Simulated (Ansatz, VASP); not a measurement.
**HgTe in VASP and in Ansatz**

```xyz
4
Lattice="3.1444 0.0000 0.0000 -1.5722 2.7231 0.0000 0.0000 0.0000 11.0039" Properties=species:S:1:pos:R:3 pbc="T T T"
Hg    0.0000    1.8154    0.6410
Hg    1.5722    0.9077    6.1429
Te    0.0000    1.8154    3.4965
Te    1.5722    0.9077    8.9985
```

Change from the starting cell: volume scaled by 0.64, PAW files.

Alike in both runs: task single point; functional PBE; k mesh 8 × 8 × 5; occupations fermi-dirac, width 0.05 eV; no spin polarisation.

```csv
,VASP,Ansatz
version,VASP 6.6.1,Ansatz 0.2.0
potentials or method,"VASP PAW PBE potentials, release 64 (Hg, Te)","PAW with Ansatz's default frozen-core files, scalar-relativistic"
plane-wave cutoff (eV),520,420
valence electrons in the cell,36,72
```

Ansatz gave:

```
pressure (GPa) : 13.1
```

Question: Estimate VASP's values.

Answer: Pressure (GPa): 13.3.

VASP's potentials hold 36 valence electrons a cell and Ansatz's 72, so a difference there can come from the potentials and not from the codes.

Neither program's run includes spin-orbit coupling.
